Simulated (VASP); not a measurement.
A run of VASP 6.6.1:

File INCAR:

```
SYSTEM = TiC
ALGO = Normal
EDIFF = 1E-6
EDIFFG = -0.02
ENCUT = 600
GGA = PS
IBRION = 2
ISIF = 3
ISMEAR = -1
IVDW = 12
LASPH = .TRUE.
LCHARG = .FALSE.
LREAL = .FALSE.
LWAVE = .FALSE.
NELM = 80
NSW = 80
PREC = Accurate
SIGMA = 0.05
```

Contents of KPOINTS:

```
k-points
0
G
  11 11 11
  0 0 0
```

POSCAR

```
TiC
1.0
    0.0000000000      2.1657188437      2.1657188437
    2.1657188437      0.0000000000      2.1657188437
    2.1657188437      2.1657188437      0.0000000000
Ti C
1 1
Direct
    0.0000000000      0.0000000000      0.0000000000
    0.5000000000      0.5000000000      0.5000000000
```

Potentials or basis: VASP PAW PBE potentials, release 64 (Ti_sv, C).

Command:

```sh
$ cat potpaw_PBE.64/Ti_sv/POTCAR potpaw_PBE.64/C/POTCAR > POTCAR
$ mpirun -np 1 vasp_std > vasp.out
```

Hardware: 1 thread of Intel Xeon 6975P-C, on a shared host.

**Question.** How long does it take, and how much memory?

**Answer.** Run time: 30 s on 1 thread of Intel Xeon 6975P-C, with other jobs on the host, peak memory 0.17 GiB. Counts: scf iterations 36, k points 56, ion steps 3.
